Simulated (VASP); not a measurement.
# MgO (Fm-3m) in VASP: a series of runs, part 2 of 3

VASP 6.6.1. The steps go on from the part before.

**3. Single point, PBE (strain -4.0%)**

Input file INCAR:

```
SYSTEM = MgO
PREC     = Accurate       ! precision mode
ENCUT    = 520            ! plane-wave cutoff, eV
EDIFF    = 1E-6           ! SCF threshold, eV
ISMEAR   = 0              ! smearing method
SIGMA    = 0.01           ! smearing width, eV
LREAL    = .FALSE.        ! projectors in reciprocal space
LASPH    = .TRUE.         ! aspherical terms in the spheres
NELM     = 80             ! most SCF steps
ALGO     = Normal         ! electronic algorithm
ISIF     = 2              ! what is computed and relaxed
LWAVE    = .FALSE.        ! write WAVECAR
LCHARG   = .FALSE.        ! write CHGCAR
GGA      = PE             ! functional
NBANDS   = 11             ! bands
```

Input file KPOINTS:

```
Automatic mesh
0
G
  6 6 6
  0 0 0
```

Input file POSCAR:

```
MgO
1.0
    0.0000000000      2.0180807188      2.0180807188
    2.0180807188      0.0000000000      2.0180807188
    2.0180807188      2.0180807188      0.0000000000
Mg O
1 1
Direct
    0.0000000000      0.0000000000      0.0000000000
    0.5000000000      0.5000000000      0.5000000000
```

Potentials or basis: VASP PAW PBE potentials, release 64 (Mg, O).

The run is started by

```sh
> cat potpaw_PBE.64/Mg/POTCAR potpaw_PBE.64/O/POTCAR > POTCAR
> mpirun -np 1 vasp_std > vasp.out
```

OUTCAR:

```text
SYSTEM = MgO
   PREC = Accurate
   ENCUT = 520
   EDIFF = 1E-6
   ISMEAR = 0
   LREAL = .FALSE.
   LASPH = .TRUE.
   NELM = 80
   ISIF = 2
   GGA = PE

 ion  position               nearest neighbor table
   1  0.000  0.000  0.000-   2 2.02   2 2.02   2 2.02   2 2.02   2 2.02   2 2.02
   2  0.500  0.500  0.500-   1 2.02   1 2.02   1 2.02   1 2.02   1 2.02   1 2.02

  LATTYP: Found a face centered cubic cell.
 ALAT       =     4.0361614376

  Lattice vectors:

 A1 = (   0.0000000000,   2.0180807188,   2.0180807188)
 A2 = (   2.0180807188,   0.0000000000,   2.0180807188)
 A3 = (   2.0180807188,   2.0180807188,   0.0000000000)

Analysis of symmetry for initial positions (statically):
=====================================================================
 Subroutine PRICEL returns:
 Original cell was already a primitive cell.

 Routine SETGRP: Setting up the symmetry group for a
 face centered cubic supercell.

 Subroutine GETGRP returns: Found 48 space group operations
 (whereof 48 operations were pure point group operations)
 out of a pool of 48 trial point group operations.

The static configuration has the point symmetry O_h .

Analysis of symmetry for dynamics (positions and initial velocities):
=====================================================================
 Subroutine PRICEL returns:
 Original cell was already a primitive cell.

 Routine SETGRP: Setting up the symmetry group for a
 face centered cubic supercell.

 Subroutine GETGRP returns: Found 48 space group operations
 (whereof 48 operations were pure point group operations)
 out of a pool of 48 trial point group operations.

The dynamic configuration has the point symmetry O_h .

 Subroutine INISYM returns: Found 48 space group operations
 (whereof 48 operations are pure point group operations),
 and found     1 'primitive' translations

----------------------------------------------------------------------------------------

                                     Primitive cell

  volume of cell :      16.4379

  direct lattice vectors                    reciprocal lattice vectors
     0.000000000  2.018080719  2.018080719    -0.247760159  0.247760159  0.247760159
     2.018080719  0.000000000  2.018080719     0.247760159 -0.247760159  0.247760159
     2.018080719  2.018080719  0.000000000     0.247760159  0.247760159 -0.247760159

  length of vectors
     2.853997122  2.853997122  2.853997122     0.429133184  0.429133184  0.429133184

  position of ions in fractional coordinates (direct lattice)
     0.000000000  0.000000000  0.000000000
     0.500000000  0.500000000  0.500000000

  ion indices of the primitive-cell ions
   primitive index   ion index
                 1           1
                 2           2

----------------------------------------------------------------------------------------

 KPOINTS: Automatic mesh

Automatic generation of k-mesh.
 Grid dimensions read from file:
 generate k-points for:    6    6    6

 Generating k-lattice:

  Cartesian coordinates                     Fractional coordinates (reciprocal lattice)
    -0.041293360  0.041293360  0.041293360     0.166666667  0.000000000  0.000000000
     0.041293360 -0.041293360  0.041293360     0.000000000  0.166666667  0.000000000
     0.041293360  0.041293360 -0.041293360     0.000000000  0.000000000  0.166666667

  Length of vectors
     0.071522197  0.071522197  0.071522197

  Shift w.r.t. Gamma in fractional coordinates (k-lattice)
     0.000000000  0.000000000  0.000000000

 Subroutine IBZKPT returns following result:
 ===========================================

 Found     16 irreducible k-points:

 Following reciprocal coordinates:
            Coordinates               Weight
  0.000000  0.000000  0.000000      1.000000
  0.166667  0.000000  0.000000      8.000000
  0.333333  0.000000  0.000000      8.000000
  0.500000  0.000000  0.000000      4.000000
  0.166667  0.166667  0.000000      6.000000
  0.333333  0.166667  0.000000     24.000000
[... 8 lines left out ...]
 -0.333333  0.333333  0.166667     24.000000
 -0.333333  0.500000  0.166667     12.000000
   k-points           NKPTS =     16   k-points in BZ     NKDIM =     16   number of bands    NBANDS=     11
   number of dos      NEDOS =    301   number of ions     NIONS =      2
   total plane-waves  NPLWV =  13824
   dimension x,y,z NGX =    24 NGY =   24 NGZ =   24
   dimension x,y,z NGXF=    48 NGYF=   48 NGZF=   48
   ions per type =               1   1
   NGX,Y,Z   is equivalent  to a cutoff of  13.98, 13.98, 13.98 a.u.
   NGXF,Y,Z  is equivalent  to a cutoff of  27.96, 27.96, 27.96 a.u.
 SYSTEM =  MgO
   PREC   = accura    normal or accurate (medium, high low for compatibility)
   ISTART =      0    job   : 0-new  1-cont  2-samecut
   ICHARG =      2    charge: 1-file 2-atom 10-const
   ISPIN  =      1    spin polarized calculation?
   LNONCOLLINEAR =      F non collinear calculations
   LSORBIT =      F    spin-orbit coupling
   LASPH  =      T    aspherical Exc in radial PAW
   ENCUT  =  520.0 eV  38.22 Ry    6.18 a.u.   5.31  5.31  5.31*2*pi/ulx,y,z
   NELM   =     80;   NELMIN=  2; NELMDL= -5     # of ELM steps
   EDIFF  = 0.1E-05   stopping-criterion for ELM
   LREAL  =      F    real-space projection
   EDIFFG = 0.1E-04   stopping-criterion for IOM
   NSW    =      0    number of steps for IOM
   IBRION =     -1    ionic relax: 0-MD 1-quasi-New 2-CG
   NFREE  =      0    steps in history (QN), initial steepest desc. (CG)
   ISIF   =      2    stress and relaxation
   ISYM   =      2    0-nonsym 1-usesym 2-fastsym
   POTIM  = 0.5000    time-step for ionic-motion
   TEBEG  =    0.0;   TEEND  =   0.0 temperature during run
   PSTRESS=    0.0 pullay stress
   NELECT =       8.0000    total number of electrons
   NUPDOWN=      -1.0000    fix difference up-down
   EMIN   =  10.00;   EMAX   =-10.00  energy-range for DOS
   EFERMI =   0.00;   METHOD = LEGACY
   ISMEAR =     0;   SIGMA  =   0.01  broadening in eV -4-tet -1-fermi 0-gaus
   EFERMI_NEDOS =   21; number of points for ismear=-14 and -15
   IALGO  =     38    algorithm
   IMIX   =      4    mixing-type and parameters
     AMIX     =   0.40;   BMIX     =  1.00
     AMIX_MAG =   1.60;   BMIX_MAG =  1.00
  volume/ion in A,a.u.               =       8.22        55.46
  Fermi-wavevector in a.u.,A,eV,Ry     =   1.287725  2.433446 22.561649  1.658234
  Thomas-Fermi vector in A             =   2.419721
   LORBIT       =      0    0 simple, 1 ext, 2 COOP (PROOUT), +10 PAW based schemes
   GGA     = PE    functional components
   LHFCALC =     F    Hartree Fock is set to
   AEXX    =    0.0000 exact exchange contribution
   IVDW    =     0    specifies the selected vdW correction
   LEPSILON=     F    determine dielectric tensor
   LRPA    =     F    only Hartree local field effects (RPA)
 non-spin polarized calculation
 Gauss-broadening in eV      SIGMA  =   0.01
  energy-cutoff  :      520.00
  volume of cell :       16.44
 maximum number of plane-waves:       459
 NGX is ok and might be reduce to    24
   NGX = 11   NGY = 11   NGZ = 11

 number of electron       7.9999999 magnetization

 Free energy of the ion-electron system (eV)
  ---------------------------------------------------
  ext. energy  EPLUGINS =         0.00000000
  ---------------------------------------------------
  free energy    TOTEN  =       -11.67104860 eV

  energy without entropy =      -11.67104860  energy(sigma->0) =      -11.67104860

 E-fermi :   4.3597     XC(G=0): -11.7014

 val. band max:        4.2190659795   @ k =   0.0000   0.0000   0.0000
 cond. band min:      10.2951648051   @ k =   0.0000   0.0000   0.0000
 fundamental gap:      6.0760988257
 Fermi energy:         4.3597136757

 k-point     1 :       0.0000    0.0000    0.0000
  band No.  band energies     occupation
      1     -13.7540      2.00000
      2       4.2191      2.00000
      3       4.2191      2.00000
      4       4.2191      2.00000
      5      10.2952      0.00000
      6      20.7353      0.00000
      7      20.7353      0.00000
      8      20.7353      0.00000
      9      25.0047      0.00000
     10      26.9367      0.00000
     11      26.9367      0.00000
[... 197 lines left out ...]
 k-point    16 :      -0.3333    0.5000    0.1667
  band No.  band energies     occupation
      1     -11.7576      2.00000
      2       0.1655      2.00000
      3       1.6467      2.00000
      4       2.3159      2.00000
      5      15.2883      0.00000
      6      17.2112      0.00000
      7      17.8862      0.00000
      8      22.5826      0.00000
      9      26.3306      0.00000
     10      30.6930      0.00000
     11      32.6854      0.00000

------------------------ aborting loop because EDIFF is reached ----------------------------------------

  FORCE on cell =-STRESS in cart. coord.  units (eV):
  Direction    XX          YY          ZZ          XY          YZ          ZX
  --------------------------------------------------------------------------------------
  -------------------------------------------------------------------------------------
  Total        3.2699639      3.2699639      3.2699639      0.0000000      0.0000000      0.0000000
  in kB      318.7189936    318.7189936    318.7189936      0.0000000      0.0000000      0.0000000
  external PRESSURE =     318.7189936 kB  Pullay stress =       0.0000000 kB

 VOLUME and BASIS-vectors are now :
 -----------------------------------------------------------------------------
  energy-cutoff  :      520.00
  volume of cell :       16.44
      direct lattice vectors                 reciprocal lattice vectors
     0.000000000  2.018080719  2.018080719    -0.247760159  0.247760159  0.247760159
     2.018080719  0.000000000  2.018080719     0.247760159 -0.247760159  0.247760159
     2.018080719  2.018080719  0.000000000     0.247760159  0.247760159 -0.247760159

 POSITION                                       TOTAL-FORCE (eV/Angst)
 -----------------------------------------------------------------------------------
      0.00000      0.00000      0.00000        -0.000000     -0.000000     -0.000000
      2.01808      2.01808      2.01808         0.000000      0.000000      0.000000
 -----------------------------------------------------------------------------------
    total drift:                               -0.000000     -0.000000      0.000000

  FREE ENERGIE OF THE ION-ELECTRON SYSTEM (eV)
  ---------------------------------------------------
  free  energy   TOTEN  =       -11.6710485952 eV

  energy  without entropy=      -11.6710485952  energy(sigma->0) =      -11.67104860
```

It took 2 s on 1 thread of Intel Xeon 6975P-C (Granite Rapids), shared host; peak memory 0.13 GiB.

Results:

```yaml
Free_energy: -11.6710 eV
Pressure: 31.9 GPa
Band_gap_on_the_k_mesh: 6.08 eV, direct
```

Levels at points of the mesh, in eV from the valence-band top:
| k point | band 1 | band 2 | band 3 | band 4 | band 5 | band 6 | band 7 | band 8 |
| --- | --- | --- | --- | --- | --- | --- | --- | --- |
| (0.00, 0.00, 0.00) | -17.97 | 0.00 | 0.00 | 0.00 | 6.08 | 16.52 | 16.52 | 16.52 |
| (0.50, 0.00, 0.00) | -16.34 | -5.21 | -0.81 | -0.81 | 8.74 | 14.11 | 17.67 | 17.67 |
| (0.50, 0.50, 0.00) | -16.04 | -4.63 | -1.53 | -1.53 | 9.24 | 11.44 | 14.53 | 21.02 |

Caveat: the k points lie up to 0.45 Å⁻¹ apart; the cell differs from its parent crystal (strain -4.0%).

**4. Single point, PBE (strain -3.0%)**

Input file INCAR:

```
SYSTEM = MgO
ALGO     = Normal         ! electronic algorithm
EDIFF    = 1E-6           ! SCF threshold, eV
ENCUT    = 520            ! plane-wave cutoff, eV
GGA      = PE             ! functional
ISIF     = 2              ! what is computed and relaxed
ISMEAR   = 0              ! smearing method
LASPH    = .TRUE.         ! aspherical terms in the spheres
LCHARG   = .FALSE.        ! write CHGCAR
LREAL    = .FALSE.        ! projectors in reciprocal space
LWAVE    = .FALSE.        ! write WAVECAR
NBANDS   = 11             ! bands
NELM     = 60             ! most SCF steps
PREC     = Accurate       ! precision mode
SIGMA    = 0.01           ! smearing width, eV
```

Input file KPOINTS:

```
k-points
0
G
  6 6 6
  0 0 0
```

Input file POSCAR:

```
MgO
1.0
    0.0000000000      2.0391023930      2.0391023930
    2.0391023930      0.0000000000      2.0391023930
    2.0391023930      2.0391023930      0.0000000000
Mg O
1 1
Direct
    0.0000000000      0.0000000000      0.0000000000
    0.5000000000      0.5000000000      0.5000000000
```

Potentials or basis: VASP PAW PBE potentials, release 64 (Mg, O).

The run is started by

```sh
> cat potpaw_PBE.64/Mg/POTCAR potpaw_PBE.64/O/POTCAR > POTCAR
> mpirun -np 1 vasp_std > vasp.out
```

OUTCAR:

```text
SYSTEM = MgO
   EDIFF = 1E-6
   ENCUT = 520
   GGA = PE
   ISIF = 2
   ISMEAR = 0
   LASPH = .TRUE.
   LREAL = .FALSE.
   NELM = 60
   PREC = Accurate

 ion  position               nearest neighbor table
   1  0.000  0.000  0.000-   2 2.04   2 2.04   2 2.04   2 2.04   2 2.04   2 2.04
   2  0.500  0.500  0.500-   1 2.04   1 2.04   1 2.04   1 2.04   1 2.04   1 2.04

  LATTYP: Found a face centered cubic cell.
 ALAT       =     4.0782047860

  Lattice vectors:

 A1 = (   0.0000000000,   2.0391023930,   2.0391023930)
 A2 = (   2.0391023930,   0.0000000000,   2.0391023930)
 A3 = (   2.0391023930,   2.0391023930,   0.0000000000)

Analysis of symmetry for initial positions (statically):
=====================================================================
 Subroutine PRICEL returns:
 Original cell was already a primitive cell.

 Routine SETGRP: Setting up the symmetry group for a
 face centered cubic supercell.

 Subroutine GETGRP returns: Found 48 space group operations
 (whereof 48 operations were pure point group operations)
 out of a pool of 48 trial point group operations.

The static configuration has the point symmetry O_h .

[... 161 lines left out ...]
      1     -13.8352      2.00000
      2       3.9552      2.00000
      3       3.9552      2.00000
      4       3.9552      2.00000
      5       9.6837      0.00000
      6      20.2988      0.00000
      7      20.2988      0.00000
      8      20.2988      0.00000
      9      24.4796      0.00000
     10      26.3722      0.00000
     11      26.3722      0.00000
[... 197 lines left out ...]
 k-point    16 :      -0.3333    0.5000    0.1667
  band No.  band energies     occupation
      1     -11.9455      2.00000
      2       0.0264      2.00000
      3       1.4667      2.00000
      4       2.1119      2.00000
      5      14.9011      0.00000
      6      16.5495      0.00000
      7      17.3268      0.00000
      8      21.8483      0.00000
      9      25.5817      0.00000
     10      29.9756      0.00000
     11      31.8579      0.00000

------------------------ aborting loop because EDIFF is reached ----------------------------------------

  FORCE on cell =-STRESS in cart. coord.  units (eV):
  Direction    XX          YY          ZZ          XY          YZ          ZX
  --------------------------------------------------------------------------------------
  -------------------------------------------------------------------------------------
  Total        2.5156846      2.5156846      2.5156846      0.0000000      0.0000000      0.0000000
  in kB      237.6948000    237.6948000    237.6948000      0.0000000      0.0000000      0.0000000
  external PRESSURE =     237.6948000 kB  Pullay stress =       0.0000000 kB

 VOLUME and BASIS-vectors are now :
 -----------------------------------------------------------------------------
  energy-cutoff  :      520.00
  volume of cell :       16.96
      direct lattice vectors                 reciprocal lattice vectors
     0.000000000  2.039102393  2.039102393    -0.245205931  0.245205931  0.245205931
     2.039102393  0.000000000  2.039102393     0.245205931 -0.245205931  0.245205931
     2.039102393  2.039102393  0.000000000     0.245205931  0.245205931 -0.245205931

 POSITION                                       TOTAL-FORCE (eV/Angst)
 -----------------------------------------------------------------------------------
      0.00000      0.00000      0.00000         0.000000      0.000000      0.000000
      2.03910      2.03910      2.03910        -0.000000     -0.000000     -0.000000
 -----------------------------------------------------------------------------------
    total drift:                               -0.000000     -0.000000      0.000000

  FREE ENERGIE OF THE ION-ELECTRON SYSTEM (eV)
  ---------------------------------------------------
  free  energy   TOTEN  =       -11.7616936894 eV

  energy  without entropy=      -11.7616936894  energy(sigma->0) =      -11.76169369
```

Run time: 2 s. Hardware: 1 thread of Intel Xeon 6975P-C (Granite Rapids), shared host; peak memory 0.13 GiB.

What came out:

| Item | Value |
| --- | --- |
| Free energy | -11.7617 eV |
| Pressure | 23.8 GPa |
| Band gap on the k mesh | 5.73 eV, direct |

Levels at points of the mesh, in eV from the valence-band top:
| k point | band 1 | band 2 | band 3 | band 4 | band 5 | band 6 | band 7 | band 8 | band 9 |
| --- | --- | --- | --- | --- | --- | --- | --- | --- | --- |
| (0.00, 0.00, 0.00) | -17.79 | 0.00 | 0.00 | 0.00 | 5.73 | 16.34 | 16.34 | 16.34 | 20.52 |
| (0.50, 0.00, 0.00) | -16.24 | -5.06 | -0.77 | -0.77 | 8.53 | 13.74 | 17.33 | 17.33 | 22.42 |
| (0.50, 0.50, 0.00) | -15.95 | -4.50 | -1.49 | -1.49 | 9.22 | 11.07 | 14.17 | 20.51 | 20.51 |

Caveat: the k points lie up to 0.44 Å⁻¹ apart; the cell differs from its parent crystal (strain -3.0%).

(Continued in part 3 of 3.)
